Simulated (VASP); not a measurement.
Runs of VASP 6.6.1 on Si3S. The structure is that of space group Im-3m (No. 229), or close to it. The cells are those of the table. 

| task | cell | k mesh | cutoff (eV) | gap on the mesh (eV) | pressure (GPa) | relaxed volume (Å³/atom) |
| --- | --- | --- | --- | --- | --- | --- |
| single point | a = 4.377 Å, angles 109.5°, 4 atoms | 4 × 4 × 4 | 520 | none | -0.2 | - |
| single point | a = 4.374 Å, angles 109.5°, 4 atoms | 14 × 14 × 14 | 520 | none | 0.0 | - |
| relaxation of cell and atoms | relaxed from a = 4.368 Å, angles 109.5°, 4 atoms | 14 × 14 × 14 | 600 | none | 0.0 | 16.10 |
| relaxation of cell and atoms | relaxed from a = 4.703 Å, angles 109.5°, 4 atoms | 4 × 4 × 4 | 600 | none | 0.1 | (a) |

Alike in all rows: level PBE; potentials or basis VASP PAW PBE potentials, release 64 (Si, S); no spin polarisation; smearing gaussian 0.1 eV.

Problem. Fill in the values left out.

Solution. (a) 16.08.

Caveats: some runs use coarse meshes; the volume moved by over 15 % at a fixed basis, so the end points are rough (some runs).

A gap of «none» marks levels without a gap at the run's occupations.
